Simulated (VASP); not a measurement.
Here is a VASP 6.6.1 calculation.

The input POSCAR:

```
BaMg3S4
1.0
    5.7807774868      0.0000000000      0.0000000000
    0.0000000000      5.7807774868      0.0000000000
    0.0000000000      0.0000000000      5.7807774868
Mg S Ba
3 4 1
Direct
    0.5000000000      0.0000000000      0.0000000000
    0.0000000000      0.5000000000      0.0000000000
    0.0000000000      0.0000000000      0.5000000000
    0.0000000000      0.5000000000      0.5000000000
    0.5000000000      0.0000000000      0.5000000000
    0.5000000000      0.5000000000      0.0000000000
    0.0000000000      0.0000000000      0.0000000000
    0.5000000000      0.5000000000      0.5000000000
```

The input INCAR.step1:

```
SYSTEM = BaMg3S4
ALGO = Normal
EDIFF = 1E-4
ENCUT = 520
GGA = PE
ISMEAR = 0
LASPH = .True.
LCHARG = .False.
LREAL = .False.
LWAVE = .True.
NBANDS = 30
NELM = 60
PREC = Accurate
SIGMA = 0.01
```

File INCAR.step2:

```
SYSTEM = BaMg3S4
ALGO = Normal
EDIFF = 1E-7
ENCUT = 520
ISIF = 2
ISMEAR = 0
ISTART = 1
LASPH = .True.
LCHARG = .True.
LELF = .True.
LMIXTAU = .True.
LREAL = .False.
LVHAR = .True.
LWAVE = .False.
METAGGA = R2SCAN
NBANDS = 30
NELM = 60
PREC = Accurate
SIGMA = 0.01
```

Contents of KPOINTS:

```
k-points
0
Gamma
  4 4 4
  0 0 0
```

Potentials or basis: VASP PAW PBE potentials, release 64 (Mg, S, Ba_sv).

The run is started by

```bash
$ cat potpaw_PBE.64/Mg/POTCAR potpaw_PBE.64/S/POTCAR potpaw_PBE.64/Ba_sv/POTCAR > POTCAR
$ cp INCAR.step1 INCAR
$ mpirun -np 1 vasp_std > vasp.out
$ cp INCAR.step2 INCAR
$ mpirun -np 1 vasp_std > vasp.out
```

(1) What does it give for the pressure?

(2) Estimate the band gap on the k mesh.

Results:

(1) -2.8 GPa.

(2) 1.62 eV.

Caveat: the PAW data sets were made with another functional, which shifts forces and pressure a little; spin-orbit coupling is left out, which moves the levels of the heavy elements.
